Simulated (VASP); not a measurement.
Set up this calculation in VASP 6.6.1, as the native input.

| Quantity | Value |
| --- | --- |
| Task | single point |
| Functional | PBEsol |
| Potentials or basis | VASP PAW PBE potentials, release 64 (Co, C) |
| Cutoff | 520 eV |
| k mesh | 12 × 12 × 1 |
| Occupations | gaussian, width 0.1 eV |
| Spin | collinear spin, ferromagnetic start |
| Starting moments | [1.94, 1.89, 1.88, 1.92, 2.0] μB |
| Dipole correction | yes |
| Further INCAR settings | ALGO = Normal; EDIFF = 1e-06; NBANDS = 32 |

The structure of Co4C lies in POSCAR:

```
Co4C
1.0
    2.4564222732      0.0000000000      0.0000000000
   -1.2282111366      2.1273240910      0.0000000000
    0.0000000000      0.0000000000     24.9541203316
Co C
4 1
Direct
    0.6666666667      0.3333333333      0.3406251107
    0.3333333333      0.6666666667      0.4201593419
    0.6666666667      0.3333333333      0.4992542827
    0.3333333333      0.6666666667      0.5825699113
    0.3333333333      0.6666666667      0.6486861811
```

These files were run (other wordings do the same):

INCAR

```
SYSTEM = Co4C
PREC     = Accurate       ! precision mode
ENCUT    = 520            ! plane-wave cutoff, eV
EDIFF    = 1E-6           ! SCF threshold, eV
ISMEAR   = 0              ! smearing method
SIGMA    = 0.1            ! smearing width, eV
LREAL    = .FALSE.        ! projectors in reciprocal space
LASPH    = .TRUE.         ! aspherical terms in the spheres
NELM     = 150            ! most SCF steps
ALGO     = Normal         ! electronic algorithm
ISIF     = 2              ! what is computed and relaxed
LWAVE    = .FALSE.        ! write WAVECAR
LCHARG   = .FALSE.        ! write CHGCAR
ISPIN    = 2              ! spin polarisation
MAGMOM   = 1.94 1.89 1.88 1.92 2 ! initial moments
LORBIT   = 11             ! projections on sites
LMAXMIX  = 4              ! l up to which the mixer works
LDIPOL   = .TRUE.       
IDIPOL   = 3            
DIPOL    = 0.5 0.5 0.498
GGA      = PS             ! functional
NBANDS   = 32             ! bands
```

KPOINTS

```
Automatic mesh
0
G
  12 12 1
  0 0 0
```

Potentials or basis: VASP PAW PBE potentials, release 64 (Co, C).

Command:

```sh
$ cat potpaw_PBE.64/Co/POTCAR potpaw_PBE.64/C/POTCAR > POTCAR
$ mpirun -np 1 vasp_std > vasp.out
```

Results of the run:

| Quantity | Value |
| --- | --- |
| Largest force | 0.378 eV/Å |
| Net moment | 5.58 μB per cell |
| Site moments | Co +1.72, +1.63, +1.60, +0.69; C -0.03 μB |
| Valence electrons inside the program's atomic spheres | Co 8.17, 8.36, 8.33, 8.70; C 2.14 |

Caveat: the PAW data sets were made with another functional, which shifts forces and pressure a little.

It took 15 min on 1 thread of Intel Xeon 8259CL, with other jobs on the host, peak memory 0.35 GiB.
